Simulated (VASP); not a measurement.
Input of a VASP 6.6.1 run:

File INCAR:

```
SYSTEM = Cs2TeH6SO10
PREC = Accurate ; ENCUT = 520
EDIFF = 1E-6 ; ISMEAR = -1
SIGMA = 0.05 ; LREAL = Auto
LASPH = .True. ; NELM = 80
ALGO = Normal ; ISIF = 2
LWAVE = .False. ; LCHARG = .False.
GGA = PE ; IVDW = 12
NBANDS = 64
```

Contents of KPOINTS:

```
Automatic mesh
0
Gamma
  2 2 2
  0 0 0
```

The input POSCAR:

```
Cs2TeH6SO10
1.0
    3.7395000000      2.1590010000      5.5456670000
   -3.7395000000      2.1590010000      5.5456670000
    0.0000000000     -4.3180030000      5.5456670000
Cs Te H S O
2 1 6 1 10
Direct
    0.2186477213      0.2839773108      0.2466806871
    0.7613340388      0.7448345067      0.7776324833
    0.0054075030      0.0351708404      0.0098213651
    1.0281743380      0.6714688961      0.1928973746
    0.2068944692      0.9857953918      0.6655897652
    0.6622845562      0.1865525065      0.9829173503
    0.7594719922      0.3317677536      0.0508771537
    0.0677896103      0.8650084898      0.3215866295
    0.3967158418      0.0681959862      0.8883609163
    0.5232006436      0.4907364104      0.4915446130
    1.1347529399      0.7290302497      0.0409471161
    0.0858458290      1.1192727578      0.7052918291
    0.6918237748      0.0806992929      1.1353808869
    0.4905290571      0.3858359163      0.3672004985
    0.7651526715      0.4769590627      0.4568362913
    0.3874126970      0.7486642012      0.4638929522
    0.4536030661      0.3863480855      0.7560336054
    0.9220100730      0.3268235507      0.0024856496
   -0.0817123022      0.9036868153      0.3463971183
    0.3265096713     -0.0570710213      0.9368725114
```

Potentials or basis: VASP PAW PBE potentials, release 64 (Cs_sv, Te, H, S, O).

The run is started by

```console
$ cat potpaw_PBE.64/Cs_sv/POTCAR potpaw_PBE.64/Te/POTCAR potpaw_PBE.64/H/POTCAR potpaw_PBE.64/S/POTCAR potpaw_PBE.64/O/POTCAR > POTCAR
$ mpirun -np 1 vasp_std > vasp.out
```

Problem. Estimate the dispersion energy per atom.

Solution. -0.108 eV.

Problem. Estimate the pressure.

Solution. 4.7 GPa.

Problem. Estimate the largest force.

Solution. 6.564 eV/Å.

Problem. Predict the band gap on the k mesh.

Solution. 1.39 eV (least direct gap 1.41 eV).

Forces on the atoms (eV/Å):
```
Cs   0.683 -0.233 -0.687
Cs  -0.144  0.301  0.248
Te   3.179 -2.377  1.066
H   -0.019  1.399 -0.275
H   -0.372 -0.067 -0.095
H   -0.110 -1.891 -0.552
H   -0.093  0.021  1.933
H    3.804 -0.376  3.081
H   -0.367 -0.851 -1.505
S   -1.441 -1.337  6.263
O   -0.081 -3.100 -3.082
O   -0.139  1.654 -2.434
O   -1.944  3.481 -3.275
O   -0.303 -0.049  1.744
O   -1.048  0.319 -2.715
O    2.126 -0.367 -2.216
O    0.416  0.889 -2.234
O   -1.642 -0.107  0.330
O   -1.771  0.945 -0.461
O   -0.734  1.746  4.864
```

Caveat: the k points lie up to 0.52 Å⁻¹ apart; spin-orbit coupling is left out, which moves the levels of the heavy elements; forces of over 1 eV/Å act on the atoms, so gaps and moduli don't describe the material at rest. A k mesh can miss the band edges.
